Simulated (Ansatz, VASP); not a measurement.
**Si16Ge: VASP beside Ansatz**

```
Si Ge
1.0
     0.00000    5.43000    5.43000
     5.43000    0.00000    5.43000
     5.43000    5.43000    0.00000
Si Ge
16 1
Direct
  0.99543 0.00474 0.99532
  0.12097 0.13713 0.12097
  0.99549 0.00474 0.50418
  0.12732 0.12448 0.62396
  0.99971 0.50090 0.99923
  0.12120 0.62119 0.12114
  0.99556 0.49585 0.50413
  0.12137 0.62154 0.63563
  0.50436 0.00474 0.99534
  0.62407 0.12444 0.12728
  0.49995 0.00015 0.49988
  0.62414 0.12451 0.62399
  0.50432 0.49580 0.99540
  0.63606 0.62138 0.12120
  0.50427 0.49591 0.50410
  0.62419 0.62744 0.62404
  0.24955 0.75134 0.24891
```

Alike in both runs: functional PBEsol; k mesh 2 × 2 × 2; occupations gaussian, width 0.05 eV; no spin polarisation.

Ansatz relaxed the structure, and its values are those at the end. VASP's run is a single point on that final structure, the one shown.

|  | VASP | Ansatz |
| --- | --- | --- |
| version | VASP 6.6.1 | Ansatz 0.2.0 |
| potentials or method | VASP PAW PBE potentials, release 64 (Si, Ge_d), cutoff 520 eV | scalar-relativistic, plane waves, PAW |
| valence electrons in the cell | 78 | 78 |

|  | VASP | Ansatz | Ansatz less VASP |
| --- | --- | --- | --- |
| rms of the force components (eV/Å) | 0.006 | 0.006 | -0.0001 |

VASP's potentials were made for PBE, not for PBEsol, and Ansatz warns of the same on its side.

The k mesh is coarse, so the values compare programs but aren't converged.
